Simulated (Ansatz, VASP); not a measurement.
Rh: VASP beside Ansatz

INCAR

```
SYSTEM = Rh
ALGO = Fast ; EDIFF = 1E-6
ENCUT = 520 ; GGA = PS
ISIF = 2 ; ISMEAR = 0
LASPH = .True. ; LCHARG = .False.
LREAL = .False. ; LWAVE = .False.
NBANDS = 22 ; NELM = 80
PREC = Accurate ; SIGMA = 0.15
```

File KPOINTS:

```
k-points
0
Gamma
  24 24 14
  0 0 0
```

File POSCAR:

```
Rh
1.0
    2.9038349716      0.0000000000      0.0000000000
   -1.4519174858      2.5147948538      0.0000000000
    0.0000000000      0.0000000000      4.6753418632
Rh
2
Direct
    0.6666666667      0.3333333333      0.7500000000
    0.3333333333      0.6666666667      0.2500000000
```

Input for Ansatz:

```yaml
crystal:
  lattice:
    - [2.9038349716, 0.0, 0.0]
    - [-1.4519174858, 2.5147948538, 0.0]
    - [0.0, 0.0, 4.6753418632]
  atoms:
    - { symbol: Rh, position: [0.6666666667, 0.3333333333, 0.75] }
    - { symbol: Rh, position: [0.3333333333, 0.6666666667, 0.25] }
basis:
  ecutwfc: 420
kpoints:
  mp_grid: { grid: [24, 24, 14] }
hamiltonian:
  xc: pbesol
scf:
  occupations: { method: gaussian, width: 0.15 }
output:
  forces: true
  stress: true
  eigenvalues: true
```

Change from the starting cell: strain +0.080 along x and y, +0.080 along z, atoms carried along.

Alike in both runs: task single point; functional PBEsol; k mesh 24 × 24 × 14; occupations gaussian, width 0.15 eV; no spin polarisation.

```csv
,VASP,Ansatz
version,VASP 6.6.1,Ansatz 0.2.0
potentials or method,"VASP PAW PBE potentials, release 64 (Rh_pv), cutoff 520 eV","scalar-relativistic, plane waves, PAW"
valence electrons in the cell,30,34
```

```tsv
	VASP	Ansatz	Ansatz less VASP
gap on the k mesh at the Fermi level (eV)	none	none	-
pressure (GPa)	-36.8	-36.9	-0.02
traceless stress, the component that is largest in VASP (GPa)	-0.64	-0.65	-0.007
```

VASP's potentials were made for PBE, not for PBEsol. A gap of «none» marks a metal or a gap that the smearing closes. Both programs put the cell under strong tension, so it lies far from rest at this level. With one functional, cell and mesh, what is left measures potentials, basis and numerics. VASP's potentials hold 30 valence electrons a cell and Ansatz's 34, so a difference there can come from the potentials and not from the codes.

Noted on VASP's run: the cell as given lies far from equilibrium.
